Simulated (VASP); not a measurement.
# SnO2 (Pnnm) in VASP: single point with PBEsol

Aim: the single point of SnO2 with PBEsol.

All numbers are computed with VASP 6.6.1; they aren't measurements. Logs are shortened: lines on timing, memory, paths and dates and some standing lists are left out, and cuts for length are marked.

## (1) The cell of the first run

The typed cell holds 6 atoms: a = 4.769 Å, b = 4.770 Å, c = 3.276 Å, α = 90.00°, β = 90.00°, γ = 90.00°.

## (2) Single point, PBEsol

INCAR

```
SYSTEM = SnO2
PREC = Accurate ; ENCUT = 600
EDIFF = 1E-6 ; ISMEAR = 0
SIGMA = 0.02 ; LREAL = .FALSE.
LASPH = .TRUE. ; NELM = 120
ALGO = Normal ; ISIF = 2
LWAVE = .FALSE. ; LCHARG = .FALSE.
GGA = PS ; NBANDS = 35
GGA_COMPAT = .FALSE.
```

KPOINTS

```
regular mesh
0
G
  6 6 8
  0 0 0
```

POSCAR

```
SnO2
1.0
    4.7686576438      0.0000000000      0.0000000000
    0.0000000000      4.7700658055      0.0000000000
    0.0000000000      0.0000000000      3.2762187241
Sn O
2 4
Direct
    0.5000000000      0.5000000000      0.5000000000
    0.0000000000      0.0000000000      0.0000000000
    0.3070019902      0.3070940178      0.0000000000
    0.8070019902      0.1929059822      0.5000000000
    0.1929980098      0.8070940178      0.5000000000
    0.6929980098      0.6929059822      0.0000000000
```

Potentials or basis: VASP PAW PBE potentials, release 64 (Sn_d, O).

The run is started by

```bash
> cat potpaw_PBE.64/Sn_d/POTCAR potpaw_PBE.64/O/POTCAR > POTCAR
> mpirun -np 1 vasp_std > vasp.out
```

OUTCAR:

```text
SYSTEM = SnO2
   PREC = Accurate
   ENCUT = 600
   EDIFF = 1E-6
   ISMEAR = 0
   LREAL = .FALSE.
   LASPH = .TRUE.
   NELM = 120
   ISIF = 2
   GGA = PS

 ion  position               nearest neighbor table
   1  0.500  0.500  0.500-   4 2.07   5 2.07   3 2.09   6 2.09   3 2.09   6 2.09   2 3.75   2 3.75
                             2 3.75   2 3.75   2 3.75   2 3.75   2 3.75   2 3.75
   2  0.000  0.000  0.000-   3 2.07   6 2.07   5 2.09   4 2.09   4 2.09   5 2.09   1 3.75   1 3.75
                             1 3.75   1 3.75   1 3.75   1 3.75   1 3.75   1 3.75
   3  0.307  0.307  0.000-   2 2.07   1 2.09   1 2.09
   4  0.807  0.193  0.500-   1 2.07   2 2.09   2 2.09
   5  0.193  0.807  0.500-   1 2.07   2 2.09   2 2.09
   6  0.693  0.693  0.000-   2 2.07   1 2.09   1 2.09

  LATTYP: Found a simple orthorhombic cell.
 ALAT       =     3.2762187241
 B/A-ratio  =     1.4555370216
 C/A-ratio  =     1.4559668347

  Lattice vectors:

 A1 = (   0.0000000000,   0.0000000000,   3.2762187241)
 A2 = (   4.7686576438,   0.0000000000,   0.0000000000)
 A3 = (   0.0000000000,   4.7700658055,   0.0000000000)

Analysis of symmetry for initial positions (statically):
=====================================================================
 Subroutine PRICEL returns:
 Original cell was already a primitive cell.

 Routine SETGRP: Setting up the symmetry group for a
 simple orthorhombic supercell.

 Subroutine GETGRP returns: Found  8 space group operations
 (whereof  4 operations were pure point group operations)
 out of a pool of  8 trial point group operations.

The static configuration has the point symmetry C_2h.
 The point group associated with its full space group is D_2h.

Analysis of symmetry for dynamics (positions and initial velocities):
=====================================================================
 Subroutine PRICEL returns:
 Original cell was already a primitive cell.

 Routine SETGRP: Setting up the symmetry group for a
 simple orthorhombic supercell.

 Subroutine GETGRP returns: Found  8 space group operations
 (whereof  4 operations were pure point group operations)
 out of a pool of  8 trial point group operations.

The dynamic configuration has the point symmetry C_2h.
 The point group associated with its full space group is D_2h.

 Subroutine INISYM returns: Found  8 space group operations
 (whereof  4 operations are pure point group operations),
 and found     1 'primitive' translations

----------------------------------------------------------------------------------------

                                     Primitive cell

  volume of cell :      74.5235

  direct lattice vectors                    reciprocal lattice vectors
     4.768657644  0.000000000  0.000000000     0.209702620  0.000000000  0.000000000
     0.000000000  4.770065805  0.000000000     0.000000000  0.209640714  0.000000000
     0.000000000  0.000000000  3.276218724     0.000000000  0.000000000  0.305229926

  length of vectors
     4.768657644  4.770065805  3.276218724     0.209702620  0.209640714  0.305229926

  position of ions in fractional coordinates (direct lattice)
     0.500000000  0.500000000  0.500000000
     0.000000000  0.000000000  0.000000000
     0.307001990  0.307094018  0.000000000
     0.807001990  0.192905982  0.500000000
     0.192998010  0.807094018  0.500000000
     0.692998010  0.692905982  0.000000000

  ion indices of the primitive-cell ions
   primitive index   ion index
                 1           1
                 2           2
                 3           3
                 4           4
                 5           5
                 6           6

----------------------------------------------------------------------------------------

 KPOINTS: regular mesh

Automatic generation of k-mesh.
 Grid dimensions read from file:
 generate k-points for:    6    6    8

 Generating k-lattice:

  Cartesian coordinates                     Fractional coordinates (reciprocal lattice)
     0.034950437  0.000000000  0.000000000     0.166666667  0.000000000  0.000000000
     0.000000000  0.034940119  0.000000000     0.000000000  0.166666667  0.000000000
     0.000000000  0.000000000  0.038153741     0.000000000  0.000000000  0.125000000

  Length of vectors
     0.034950437  0.034940119  0.038153741

  Shift w.r.t. Gamma in fractional coordinates (k-lattice)
     0.000000000  0.000000000  0.000000000

 Subroutine IBZKPT returns following result:
 ===========================================

 Found     80 irreducible k-points:

 Following reciprocal coordinates:
            Coordinates               Weight
  0.000000  0.000000  0.000000      1.000000
  0.166667  0.000000  0.000000      2.000000
  0.333333  0.000000  0.000000      2.000000
  0.500000  0.000000  0.000000      1.000000
  0.000000  0.166667  0.000000      2.000000
  0.166667  0.166667  0.000000      4.000000
[... 16 lines left out ...]
  0.333333  0.166667  0.125000      8.000000
  0.500000  0.166667  0.125000      4.000000
 [... further k-points ...]
   k-points           NKPTS =     80   k-points in BZ     NKDIM =     80   number of bands    NBANDS=     35
   number of dos      NEDOS =    301   number of ions     NIONS =      6
   total plane-waves  NPLWV =  44800
   dimension x,y,z NGX =    40 NGY =   40 NGZ =   28
   dimension x,y,z NGXF=    80 NGYF=   80 NGZF=   56
   ions per type =               2   4
   NGX,Y,Z   is equivalent  to a cutoff of  13.94, 13.94, 14.21 a.u.
   NGXF,Y,Z  is equivalent  to a cutoff of  27.89, 27.88, 28.42 a.u.
 SYSTEM =  SnO2
   PREC   = accura    normal or accurate (medium, high low for compatibility)
   ISTART =      0    job   : 0-new  1-cont  2-samecut
   ICHARG =      2    charge: 1-file 2-atom 10-const
   ISPIN  =      1    spin polarized calculation?
   LNONCOLLINEAR =      F non collinear calculations
   LSORBIT =      F    spin-orbit coupling
   LASPH  =      T    aspherical Exc in radial PAW
   ENCUT  =  600.0 eV  44.10 Ry    6.64 a.u.   9.52  9.53  6.54*2*pi/ulx,y,z
   NELM   =    120;   NELMIN=  2; NELMDL= -5     # of ELM steps
   EDIFF  = 0.1E-05   stopping-criterion for ELM
   LREAL  =      F    real-space projection
   EDIFFG = 0.1E-04   stopping-criterion for IOM
   NSW    =      0    number of steps for IOM
   IBRION =     -1    ionic relax: 0-MD 1-quasi-New 2-CG
   NFREE  =      0    steps in history (QN), initial steepest desc. (CG)
   ISIF   =      2    stress and relaxation
   ISYM   =      2    0-nonsym 1-usesym 2-fastsym
   POTIM  = 0.5000    time-step for ionic-motion
   TEBEG  =    0.0;   TEEND  =   0.0 temperature during run
   PSTRESS=    0.0 pullay stress
   NELECT =      52.0000    total number of electrons
   NUPDOWN=      -1.0000    fix difference up-down
   EMIN   =  10.00;   EMAX   =-10.00  energy-range for DOS
   EFERMI =   0.00;   METHOD = LEGACY
   ISMEAR =     0;   SIGMA  =   0.02  broadening in eV -4-tet -1-fermi 0-gaus
   EFERMI_NEDOS =   21; number of points for ismear=-14 and -15
   IALGO  =     38    algorithm
   IMIX   =      4    mixing-type and parameters
     AMIX     =   0.40;   BMIX     =  1.00
     AMIX_MAG =   1.60;   BMIX_MAG =  1.00
  volume/ion in A,a.u.               =      12.42        83.82
  Fermi-wavevector in a.u.,A,eV,Ry     =   1.452039  2.743955 28.686740  2.108416
  Thomas-Fermi vector in A             =   2.569467
   LORBIT       =      0    0 simple, 1 ext, 2 COOP (PROOUT), +10 PAW based schemes
   GGA     = PS    functional components
   LHFCALC =     F    Hartree Fock is set to
   AEXX    =    0.0000 exact exchange contribution
   IVDW    =     0    specifies the selected vdW correction
   LEPSILON=     F    determine dielectric tensor
   LRPA    =     F    only Hartree local field effects (RPA)
 non-spin polarized calculation
 Gauss-broadening in eV      SIGMA  =   0.02
  energy-cutoff  :      600.00
  volume of cell :       74.52
 maximum number of plane-waves:      2517
 NGX is ok and might be reduce to    40
   NGX = 19   NGY = 19   NGZ = 13

 number of electron      52.0000003 magnetization

 Free energy of the ion-electron system (eV)
  ---------------------------------------------------
  ext. energy  EPLUGINS =         0.00000000
  ---------------------------------------------------
  free energy    TOTEN  =       -39.65254105 eV

  energy without entropy =      -39.65254105  energy(sigma->0) =      -39.65254105

 E-fermi :   5.7214     XC(G=0): -11.3287

 val. band max:        5.5499935919   @ k =   0.0000   0.0000   0.0000
 cond. band min:       6.1884416863   @ k =   0.0000   0.0000   0.0000
 fundamental gap:      0.6384480944
 Fermi energy:         5.7214077216

 k-point     1 :       0.0000    0.0000    0.0000
  band No.  band energies     occupation
      1     -15.4065      2.00000
      2     -14.6806      2.00000
      3     -14.5034      2.00000
      4     -14.4789      2.00000
      5     -14.4789      2.00000
      6     -14.4327      2.00000
[... 27 lines left out ...]
     34      17.1843      0.00000
     35      17.7552      0.00000

 k-point     2 :       0.1667    0.0000    0.0000
  band No.  band energies     occupation
      1     -15.3665      2.00000
      2     -14.7254      2.00000
      3     -14.5034      2.00000
      4     -14.4772      2.00000
      5     -14.4771      2.00000
      6     -14.4624      2.00000
[... 27 lines left out ...]
     34      17.2486      0.00000
     35      17.7169      0.00000

 k-point     3 :       0.3333    0.0000    0.0000
  band No.  band energies     occupation
      1     -15.2507      2.00000
      2     -14.8745      2.00000
      3     -14.5033      2.00000
      4     -14.4939      2.00000
      5     -14.4736      2.00000
      6     -14.4735      2.00000
[... 27 lines left out ...]
     34      17.5030      0.00000
     35      17.6970      0.00000
[... 723 lines left out ...]
 k-point    23 :       0.3333    0.1667    0.1250
  band No.  band energies     occupation
      1     -15.1946      2.00000
      2     -14.9046      2.00000
      3     -14.5963      2.00000
      4     -14.5836      2.00000
      5     -14.4648      2.00000
      6     -14.4338      2.00000
[... 27 lines left out ...]
     34      17.4984      0.00000
     35      17.6484      0.00000

 k-point    24 :       0.5000    0.1667    0.1250
  band No.  band energies     occupation
      1     -15.0625      2.00000
      2     -15.0625      2.00000
      3     -14.5911      2.00000
      4     -14.5911      2.00000
      5     -14.4488      2.00000
      6     -14.4488      2.00000
[... 27 lines left out ...]
     34      17.4523      0.00000
     35      17.6563      0.00000

 [... further k-points ...]
[... 5 lines left out ...]
  --------------------------------------------------------------------------------------
  -------------------------------------------------------------------------------------
  Total       -1.1269663     -1.1361975     -3.2545655      0.0000000      0.0000000      0.0000000
  in kB      -24.2285887    -24.4270490    -69.9697305      0.0000000      0.0000000      0.0000000
  external PRESSURE =     -39.5417894 kB  Pullay stress =       0.0000000 kB

 VOLUME and BASIS-vectors are now :
 -----------------------------------------------------------------------------
  energy-cutoff  :      600.00
  volume of cell :       74.52
      direct lattice vectors                 reciprocal lattice vectors
     4.768657644  0.000000000  0.000000000     0.209702620  0.000000000  0.000000000
     0.000000000  4.770065805  0.000000000     0.000000000  0.209640714  0.000000000
     0.000000000  0.000000000  3.276218724     0.000000000  0.000000000  0.305229926

 POSITION                                       TOTAL-FORCE (eV/Angst)
 -----------------------------------------------------------------------------------
      2.38433      2.38503      1.63811         0.000000      0.000000      0.000000
      0.00000      0.00000      0.00000         0.000000      0.000000      0.000000
      1.46399      1.46486      0.00000        -0.007329     -0.007457      0.000000
      3.84832      0.92017      1.63811        -0.007329      0.007457      0.000000
      0.92034      3.84989      1.63811         0.007329     -0.007457      0.000000
      3.30467      3.30521      0.00000         0.007329      0.007457      0.000000
 -----------------------------------------------------------------------------------
    total drift:                               -0.000000      0.000000     -0.000000

  FREE ENERGIE OF THE ION-ELECTRON SYSTEM (eV)
  ---------------------------------------------------
  free  energy   TOTEN  =       -39.6525410499 eV

  energy  without entropy=      -39.6525410499  energy(sigma->0) =      -39.65254105
```

Run time: 3.5 min. Hardware: 1 thread of Oxide Virtual Turin-like, shared host; peak memory 0.3 GiB.

What came out:

| Property | Result |
| --- | --- |
| Free energy | -39.6525 eV |
| Pressure | -4.0 GPa |
| Largest force | 0.010 eV/Å |
| Band gap on the k mesh | 0.64 eV |

Forces in eV/Å, atoms in the order of the input:
```
Sn   0.000  0.000  0.000
Sn   0.000  0.000  0.000
O   -0.007 -0.007  0.000
O   -0.007  0.007  0.000
O    0.007 -0.007  0.000
O    0.007  0.007  0.000
```

Stress tensor (GPa, compression positive):
```
-2.42  0.00  0.00
 0.00 -2.44  0.00
 0.00  0.00 -7.00
```

Caveat: the cell stands under tension; semilocal functionals underestimate gaps, and a narrow one can read as zero; the PAW data sets were made with another functional, which shifts forces and pressure a little; spin-orbit coupling is left out, which moves the levels of the heavy elements.
